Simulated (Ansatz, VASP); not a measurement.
Two plane-wave programs on MoS2

Contents of POSCAR:

```
MoS2
1.0
    1.5855002900      0.9153890200      6.1149982500
   -1.5855002900      0.9153890200      6.1149982500
    0.0000000000     -1.8307780400      6.1149982500
Mo S
1 2
Direct
    0.0000000000      0.0000000000      0.0000000000
    0.7500000000      0.7500000000      0.7500000000
    0.2500000000      0.2500000000      0.2500000000
```

Contents of INCAR.step1:

```
SYSTEM = MoS2
PREC     = Accurate       ! precision mode
ENCUT    = 520            ! plane-wave cutoff, eV
ISMEAR   = 0              ! smearing method
SIGMA    = 0.05           ! smearing width, eV
LREAL    = .FALSE.        ! projectors in reciprocal space
LASPH    = .TRUE.         ! aspherical terms in the spheres
NELM     = 150            ! most SCF steps
ISPIN    = 2              ! spin polarisation
MAGMOM   = 1.47 -0.04 -0.04 ! initial moments
LMAXMIX  = 4              ! l up to which the mixer works
LDAU     = .TRUE.         ! DFT+U
LDAUTYPE = 2            
LDAUL    = 2 -1           ! shell
LDAUU    = 4 0            ! U, eV
LDAUJ    = 0 0          
NBANDS   = 24             ! bands
GGA      = PE             ! functional
ALGO     = Normal         ! electronic algorithm
EDIFF    = 1E-4           ! SCF threshold, eV
LWAVE    = .TRUE.         ! write WAVECAR
LCHARG   = .FALSE.        ! write CHGCAR
```

File INCAR.step2:

```
SYSTEM = MoS2
PREC     = Accurate       ! precision mode
ENCUT    = 520            ! plane-wave cutoff, eV
EDIFF    = 1E-6           ! SCF threshold, eV
ISMEAR   = 0              ! smearing method
SIGMA    = 0.05           ! smearing width, eV
LREAL    = .FALSE.        ! projectors in reciprocal space
LASPH    = .TRUE.         ! aspherical terms in the spheres
NELM     = 150            ! most SCF steps
ALGO     = Normal         ! electronic algorithm
ISIF     = 2              ! what is computed and relaxed
LWAVE    = .FALSE.        ! write WAVECAR
LCHARG   = .TRUE.         ! write CHGCAR
ISPIN    = 2              ! spin polarisation
MAGMOM   = 1.47 -0.04 -0.04 ! initial moments
LORBIT   = 11             ! projections on sites
LMAXMIX  = 4              ! l up to which the mixer works
LDAU     = .TRUE.         ! DFT+U
LDAUTYPE = 2            
LDAUL    = 2 -1           ! shell
LDAUU    = 4 0            ! U, eV
LDAUJ    = 0 0          
LDAUPRINT= 1            
METAGGA  = R2SCAN         ! meta-GGA
LMIXTAU  = .TRUE.       
LELF     = .TRUE.         ! ELF
LVHAR    = .TRUE.       
NBANDS   = 24             ! bands
ISTART   = 1
```

Contents of KPOINTS:

```
Automatic mesh
0
G
  7 7 7
  0 0 0
```

Input for Ansatz:

```yaml
crystal:
  lattice:
    - [1.58550029, 0.91538902, 6.11499825]
    - [-1.58550029, 0.91538902, 6.11499825]
    - [0.0, -1.83077804, 6.11499825]
  atoms:
    - { symbol: Mo, position: [0.0, 0.0, 0.0], spin: 2.0 }
    - { symbol: S, position: [0.75, 0.75, 0.75] }
    - { symbol: S, position: [0.25, 0.25, 0.25] }
basis:
  ecutwfc: 500
  ecutrho_ratio: 4
kpoints:
  mp_grid: { grid: [7, 7, 7] }
hamiltonian:
  xc: r2scan
  hubbard:
    sites:
      - { site: 0, l: d, u_eff: 4.0, starting_ns: [{ spin: up, occupation_matrix: s0up }, { spin: down, occupation_matrix: s0down }] }
    occupation_matrices:
      s0up:
        matrix:
          - [0.02, 0.0, 0.0, 0.0, 0.0]
          - [0.0, 0.28117, 0.0, 0.0, 0.42415]
          - [0.0, 0.0, 0.28189, 0.42451, 0.0]
          - [0.0, 0.0, 0.42451, 0.70811, 0.0]
          - [0.0, 0.42415, 0.0, 0.0, 0.70883]
      s0down:
        matrix:
          - [0.02, 0.0, 0.0, 0.0, 0.0]
          - [0.0, 0.02, 0.0, 0.0, 0.0]
          - [0.0, 0.0, 0.02, 0.0, 0.0]
          - [0.0, 0.0, 0.0, 0.02, 0.0]
          - [0.0, 0.0, 0.0, 0.0, 0.02]
    ns_hold: { iters: 10 }
scf:
  occupations: { method: gaussian, width: 0.05 }
  lower_state_search: "off"
  max_iter: 150
output:
  forces: true
  stress: true
  eigenvalues: true
  populations: true
  hubbard: { sites: [{ site: 0, l: d }] }
  write_density: true
  write_potential: true
  elf: true
  volumetric_format: npy
magnetization:
  spin_polarized: true
```

Alike in both runs: task single point; functional r2SCAN; k mesh 7 × 7 × 7; occupations gaussian, width 0.05 eV; collinear spin; Hubbard terms Mo d U = 4.0 eV.

```csv
,VASP,Ansatz
version,VASP 6.6.1,Ansatz 0.2.0
potentials or method,"VASP PAW PBE potentials, release 64 (Mo_sv, S), cutoff 520 eV","scalar-relativistic, plane waves, PAW"
valence electrons in the cell,26,26
```

Ansatz gave:

```
gap on the k mesh at the Fermi level (eV)                     : none
pressure (GPa)                                                : 19.2
traceless stress, the component that is largest in VASP (GPa) : -7.20
rms of the force components (eV/Å)                            : 0.582
net moment per atom (μB)                                      : 0.58
size of the moment on the site where the two differ most (μB) : 1.33
```

Problem. What did VASP give for the same quantities?

Solution. gap on the k mesh at the Fermi level (eV): none; pressure (GPa): 10.4; traceless stress, the component that is largest in VASP (GPa): 0.11; rms of the force components (eV/Å): 0.494; net moment per atom (μB): 0.05; size of the moment on the site where the two differ most (μB): 0.17.

The net moments are unlike, so the other rows may belong to different states. VASP's potentials were made for PBE, not for r2SCAN. Site moments also hang on the region over which each program counts them. The programs project onto different local orbitals, so the same U acts differently, and such runs can settle in different states. Atom by atom the forces differ by 0.088 eV/Å (rms over components). A gap of «none» marks a metal or a gap that the smearing closes. Ansatz's warnings: filled band counts differ across k points, stability check not made, symmetry narrowed by occupation matrices.
